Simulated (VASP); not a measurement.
# Ti3Al (Fm-3m) in VASP: notebook, part 3 of 3

VASP 6.6.1. The steps go on from the part before.

## 5. Single point, PBEsol, collinear spin, ferromagnetic start

This run uses another cell than the first one, of 15.23 Å³/atom, 1.154 times its volume.

File INCAR:

```
  PREC = Accurate
  ENCUT = 520
  EDIFF = 1E-7
  ISMEAR = 0
  SIGMA = 0.15
  LREAL = False
  LASPH = True
  NELM = 150
  ALGO = Normal
  ISIF = 2
  LWAVE = False
  LCHARG = False
  ISPIN = 2
  MAGMOM = 0.6 0.6 0.6 0
  LORBIT = 11
  NUPDOWN = 1.8
  LMAXMIX = 4
  GGA = PS
  NBANDS = 32
```

File KPOINTS:

```
regular mesh
0
Gamma
  12 12 12
```

File POSCAR:

```
Ti3Al
1.0
    0.0000000000      3.1231701287      3.1231701287
    3.1231701287      0.0000000000      3.1231701287
    3.1231701287      3.1231701287      0.0000000000
Ti Al
3 1
Direct
    0.7500000000      0.7500000000      0.7500000000
    0.2500000000      0.2500000000      0.2500000000
    0.0000000000      0.0000000000      0.0000000000
    0.5000000000      0.5000000000      0.5000000000
```

Potentials or basis: VASP PAW PBE potentials, release 64 (Ti_sv, Al).

Run with:

```
> cat potpaw_PBE.64/Ti_sv/POTCAR potpaw_PBE.64/Al/POTCAR > POTCAR
> mpirun -np 1 vasp_std > vasp.out
```

OUTCAR:

```text
PREC = Accurate
   ENCUT = 520
   EDIFF = 1E-7
   ISMEAR = 0
   LREAL = False
   LASPH = True
   NELM = 150
   ISIF = 2
   ISPIN = 2
   LORBIT = 11
   NUPDOWN = 1.8
   GGA = PS

 ion  position               nearest neighbor table
   1  0.750  0.750  0.750-   4 2.70   4 2.70   4 2.70   3 2.70   4 2.70   3 2.70   3 2.70   3 2.70

   2  0.250  0.250  0.250-   3 2.70   3 2.70   3 2.70   3 2.70   4 2.70   4 2.70   4 2.70   4 2.70

   3  0.000  0.000  0.000-   1 2.70   1 2.70   1 2.70   1 2.70   2 2.70   2 2.70   2 2.70   2 2.70
                             4 3.12   4 3.12   4 3.12   4 3.12   4 3.12   4 3.12
   4  0.500  0.500  0.500-   2 2.70   2 2.70   2 2.70   1 2.70   2 2.70   1 2.70   1 2.70   1 2.70
                             3 3.12   3 3.12   3 3.12   3 3.12   3 3.12   3 3.12

  LATTYP: Found a face centered cubic cell.
 ALAT       =     6.2463402574

  Lattice vectors:

[... 1845 lines left out ...]

------------------------ aborting loop because EDIFF is reached ----------------------------------------

  FORCE on cell =-STRESS in cart. coord.  units (eV):
  Direction    XX          YY          ZZ          XY          YZ          ZX
  --------------------------------------------------------------------------------------
  -------------------------------------------------------------------------------------
  Total        3.3251342      3.3251342      3.3251342      0.0000000      0.0000000      0.0000000
  in kB       87.4385288     87.4385288     87.4385288      0.0000000      0.0000000      0.0000000
  external PRESSURE =      87.4385288 kB  Pullay stress =       0.0000000 kB

 VOLUME and BASIS-vectors are now :
 -----------------------------------------------------------------------------
  energy-cutoff  :      520.00
  volume of cell :       60.93
      direct lattice vectors                 reciprocal lattice vectors
     0.000000000  3.123170129  3.123170129    -0.160093744  0.160093744  0.160093744
     3.123170129  0.000000000  3.123170129     0.160093744 -0.160093744  0.160093744
     3.123170129  3.123170129  0.000000000     0.160093744  0.160093744 -0.160093744

 POSITION                                       TOTAL-FORCE (eV/Angst)
 -----------------------------------------------------------------------------------
      4.68476      4.68476      4.68476        -0.000000      0.000000      0.000000
      1.56159      1.56159      1.56159        -0.000000     -0.000000     -0.000000
      0.00000      0.00000      0.00000         0.000000     -0.000000      0.000000
      3.12317      3.12317      3.12317         0.000000     -0.000000      0.000000
 -----------------------------------------------------------------------------------
    total drift:                                0.000000      0.000000      0.000000

  FREE ENERGIE OF THE ION-ELECTRON SYSTEM (eV)
  ---------------------------------------------------
  free  energy   TOTEN  =       -29.6534254140 eV

  energy  without entropy=      -29.5961765122  energy(sigma->0) =      -29.62480096

 total charge

# of ion       s       p       d       tot
------------------------------------------
    1        2.233   6.153   1.985  10.371
    2        2.233   6.153   1.985  10.371
    3        2.274   6.114   2.057  10.445
    4        0.418   0.456   0.000   0.873
--------------------------------------------------
tot          7.157  18.876   6.028  32.061

 magnetization (x)

# of ion       s       p       d       tot
------------------------------------------
    1        0.003   0.037   0.209   0.248
    2        0.003   0.037   0.209   0.248
    3        0.011   0.030   0.837   0.878
    4       -0.005  -0.007   0.000  -0.013
--------------------------------------------------
tot          0.011   0.096   1.254   1.362
```

OSZICAR:

```text
N       E                     dE             d eps       ncg     rms          rms(c)
DAV:   1     0.473917735567E+03    0.47392E+03   -0.18397E+04  9216   0.143E+03
DAV:   2     0.177137289893E+02   -0.45620E+03   -0.44291E+03  9312   0.453E+02
DAV:   3    -0.293080671132E+02   -0.47022E+02   -0.45754E+02 15832   0.128E+02
DAV:   4    -0.331109142978E+02   -0.38028E+01   -0.37641E+01 12624   0.317E+01
DAV:   5    -0.333076040477E+02   -0.19669E+00   -0.19666E+00 13176   0.619E+00    0.177E+01
DAV:   6    -0.295425380756E+02    0.37651E+01   -0.16084E+01 12560   0.304E+01    0.485E+00
DAV:   7    -0.296625439864E+02   -0.12001E+00   -0.10953E+00 13008   0.925E+00    0.356E+00
DAV:   8    -0.296476999131E+02    0.14844E-01   -0.30239E-01 12512   0.678E+00    0.268E+00
DAV:   9    -0.296454647887E+02    0.22351E-02   -0.16849E-01 11784   0.445E+00    0.117E+00
DAV:  10    -0.296531921096E+02   -0.77273E-02   -0.37847E-02 11544   0.172E+00    0.305E-01
DAV:  11    -0.296529762621E+02    0.21585E-03   -0.56261E-03 12168   0.512E-01    0.216E-01
DAV:  12    -0.296534022291E+02   -0.42597E-03   -0.12154E-03 10864   0.247E-01    0.565E-02
DAV:  13    -0.296534296592E+02   -0.27430E-04   -0.16287E-04 13480   0.766E-02    0.276E-02
DAV:  14    -0.296534278828E+02    0.17764E-05   -0.18641E-05 10384   0.288E-02    0.830E-03
DAV:  15    -0.296534255748E+02    0.23081E-05   -0.22745E-06 13176   0.100E-02    0.299E-03
DAV:  16    -0.296534253427E+02    0.23211E-06   -0.27192E-07  9848   0.347E-03    0.130E-03
DAV:  17    -0.296534254140E+02   -0.71294E-07   -0.40857E-08  5016   0.132E-03
   1 F= -.29653425E+02 E0= -.29624801E+02  d E =-.572489E-01  mag=     1.8000
```

stdout:

```text
POSCAR found type information on POSCAR TiAl
 POSCAR found :  2 types and       4 ions
 scaLAPACK will be used
 -----------------------------------------------------------------------------
|                                                                             |
|                                                                             |
|     You enforced a specific xc type in the INCAR file but a different       |
|     I HOPE YOU KNOW WHAT YOU ARE DOING!                                     |
|                                                                             |
 -----------------------------------------------------------------------------

 LDA part: xc-table for (Slater+PW92), standard interpolation
 POSCAR, INCAR and KPOINTS ok, starting setup
 FFT: planning ... GRIDC
 FFT: planning ... GRID_SOFT
 FFT: planning ... GRID
 WAVECAR not read
 entering main loop
```

Run time: 4.9 min. Hardware: 1 thread of AMD EPYC 9R45 (Zen 5), shared host; peak memory 0.34 GiB.

What came out:

- Free energy: -29.6534 eV
- Pressure: 8.7 GPa
- Net moment: 1.80 μB per cell
- Site moments: Ti +0.25, +0.88; Al -0.01 μB
- Valence electrons inside the program's atomic spheres: Ti 10.37, 10.45; Al 0.87

Caveat: the PAW data sets were made with another functional, which shifts forces and pressure a little; the total moment is fixed, so each spin has its own Fermi level.

## 6. Single point, PBEsol, collinear spin, ferromagnetic start

This run uses another cell than the first one, of 14.22 Å³/atom, 1.077 times its volume.

File INCAR:

```
PREC = Accurate ; ENCUT = 520
EDIFF = 1E-7 ; ISMEAR = 0
SIGMA = 0.15 ; LREAL = F
LASPH = T ; NELM = 150
ALGO = Fast ; ISIF = 2
LWAVE = F ; LCHARG = T
ISPIN = 2 ; MAGMOM = 0.7 0.7 0.7 0
LORBIT = 11 ; NUPDOWN = 2.1
LMAXMIX = 4 ; GGA = PS
LELF = T ; LVHAR = T
NBANDS = 32
```

File KPOINTS:

```
Automatic mesh
0
Gamma
  12 12 12
```

File POSCAR:

```
Ti3Al
1.0
    0.0000000000      3.0521976457      3.0521976457
    3.0521976457      0.0000000000      3.0521976457
    3.0521976457      3.0521976457      0.0000000000
Ti Al
3 1
Direct
    0.7500000000      0.7500000000      0.7500000000
    0.2500000000      0.2500000000      0.2500000000
    0.0000000000      0.0000000000      0.0000000000
    0.5000000000      0.5000000000      0.5000000000
```

Potentials or basis: VASP PAW PBE potentials, release 64 (Ti_sv, Al).

Run with:

```
> cat potpaw_PBE.64/Ti_sv/POTCAR potpaw_PBE.64/Al/POTCAR > POTCAR
> mpirun -np 1 vasp_std > vasp.out
```

It took 6.6 min on 1 thread of Intel Xeon 6975P-C (Granite Rapids), shared host; peak memory 0.32 GiB.

It converged, with:

```
Free energy                                           : -29.2683 eV
Pressure                                              : 20.7 GPa
Net moment                                            : 2.10 μB per cell
Site moments                                          : Ti +0.33, +0.94; Al -0.01 μB
Valence electrons inside the program's atomic spheres : Ti 10.47, 10.55; Al 0.92
```

Caveat: the PAW data sets were made with another functional, which shifts forces and pressure a little; the total moment is fixed, so each spin has its own Fermi level.

## 7. Overview

```tsv
fixed moment (μB)	cell	pressure (GPa)	moment (μB)
0.9	a = 4.211 Å, angles 60.0°, 4 atoms	34.8	0.90
1.5	a = 4.211 Å, angles 60.0°, 4 atoms	35.6	1.50
1.2	a = 4.417 Å, angles 60.0°, 4 atoms	8.1	1.20
1.8	a = 4.417 Å, angles 60.0°, 4 atoms	8.7	1.80
2.1	a = 4.316 Å, angles 60.0°, 4 atoms	20.7	2.10
```

Alike in all rows: task single point; level PBEsol; potentials or basis VASP PAW PBE potentials, release 64 (Ti_sv, Al); spin collinear, ferromagnetic start; k mesh 12 × 12 × 12; cutoff (eV) 520; smearing gaussian 0.15 eV.

Caveats: the PAW data sets were made with another functional, which shifts forces and pressure a little; the total moment is fixed, so each spin has its own Fermi level.

Total energies depend on the potentials used, so only differences within one code and one set of settings carry meaning.
